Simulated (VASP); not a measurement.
Wanted: the native input for a VASP 6.6.1 run.

```yaml
Task: single point
Functional: PBE
Potentials_or_basis: VASP PAW PBE potentials, release 64 (Sn_d, Pt, Se)
Cutoff: 520 eV
k_mesh: 10 × 10 × 6
Occupations: gaussian, width 0.1 eV
Spin: no spin polarisation
Dipole_correction: no
Further_INCAR_settings: ALGO = Normal; EDIFF = 1e-06; NBANDS = 35
```

The structure of SnPt2Se3 lies in POSCAR:

```
SnPt2Se3
1.0
    3.9983812000      0.0000000000      0.0000000000
    0.0000000000      3.9983812000      0.0000000000
    0.0000000000      0.0000000000      7.7028150297
Sn Pt Se
1 2 3
Direct
    0.5000000000      0.5000000000      0.0000000000
    0.5000000000      0.0000000000      0.6869679144
    0.0000000000      0.5000000000      0.3130320856
    0.5000000000      0.0000000000      0.3685444466
    0.0000000000      0.5000000000      0.6314555534
    0.0000000000      0.0000000000      0.0000000000
```

The cell was built from a structure type or drawn by symmetry, and may not be a known phase.

The input as run:

INCAR

```
SYSTEM = SnPt2Se3
PREC = Accurate
ENCUT = 520
EDIFF = 1E-6
ISMEAR = 0
SIGMA = 0.1
LREAL = .FALSE.
LASPH = .TRUE.
NELM = 80
ALGO = Normal
ISIF = 2
LWAVE = .FALSE.
LCHARG = .TRUE.
GGA = PE
LELF = .TRUE.
LVHAR = .TRUE.
NBANDS = 35
```

KPOINTS

```
regular mesh
0
G
  10 10 6
  0 0 0
```

Potentials or basis: VASP PAW PBE potentials, release 64 (Sn_d, Pt, Se).

Command:

```console
$ cat potpaw_PBE.64/Sn_d/POTCAR potpaw_PBE.64/Pt/POTCAR potpaw_PBE.64/Se/POTCAR > POTCAR
$ mpirun -np 1 vasp_std > vasp.out
```

It gave:

```yaml
Pressure: 0.0 GPa
Largest_force: 0.014 eV/Å
Band_gap_on_the_k_mesh: zero (bands 26 and 27 overlap by 2.24 eV)
```

Caveat: spin-orbit coupling is left out, which moves the levels of the heavy elements.

Run time: 4.7 min on 1 thread of Intel(R) Xeon(R) Platinum 8488C (Sapphire Rapids), on a shared host, peak memory 0.47 GiB.
